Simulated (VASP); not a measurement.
Write the native input for VASP 6.6.1 that does the following.

| Item | Value |
| --- | --- |
| Task | single point |
| Functional | LDA |
| Potentials or basis | VASP PAW LDA potentials, release 64 (Zr_sv, O) |
| Cutoff | 600 eV |
| k mesh | 8 × 8 × 8 |
| Occupations | gaussian, width 0.01 eV |
| Spin | no spin polarisation |
| Dipole correction | no |
| Further INCAR settings | ALGO = Normal; EDIFF = 1e-06; NBANDS = 19 |

The structure of ZrO2 lies in POSCAR:

```
ZrO2
1.0
    0.0000000000      2.5297573243      2.5297573243
    2.5297573243      0.0000000000      2.5297573243
    2.5297573243      2.5297573243      0.0000000000
Zr O
1 2
Direct
    0.0000000000      0.0000000000      0.0000000000
    0.2500000000      0.2500000000      0.2500000000
    0.7500000000      0.7500000000      0.7500000000
```

The input as run:

INCAR

```
PREC = Accurate ; ENCUT = 600
EDIFF = 1E-6 ; ISMEAR = 0
SIGMA = 0.01 ; LREAL = F
LASPH = T ; NELM = 120
ALGO = Normal ; ISIF = 2
LWAVE = F ; LCHARG = T
GGA = CA ; LELF = T
LVHAR = T ; NBANDS = 19
GGA_COMPAT = F
```

KPOINTS

```
Automatic mesh
0
Gamma
  8 8 8
```

Potentials or basis: VASP PAW LDA potentials, release 64 (Zr_sv, O).

Run with:

```console
$ cat potpaw_LDA.64/Zr_sv/POTCAR potpaw_LDA.64/O/POTCAR > POTCAR
$ mpirun -np 1 vasp_std > vasp.out
```

Results of the run:

```json
{
  "Pressure": "-4.6 GPa",
  "Band gap on the k mesh": "3.28 eV (least direct gap 3.72 eV)"
}
```

Caveat: the cell stands under tension.

It took 13 s on 1 thread of AMD EPYC 9R45 96-Core Processor (Zen 5), with other jobs on the host, peak memory 0.13 GiB.
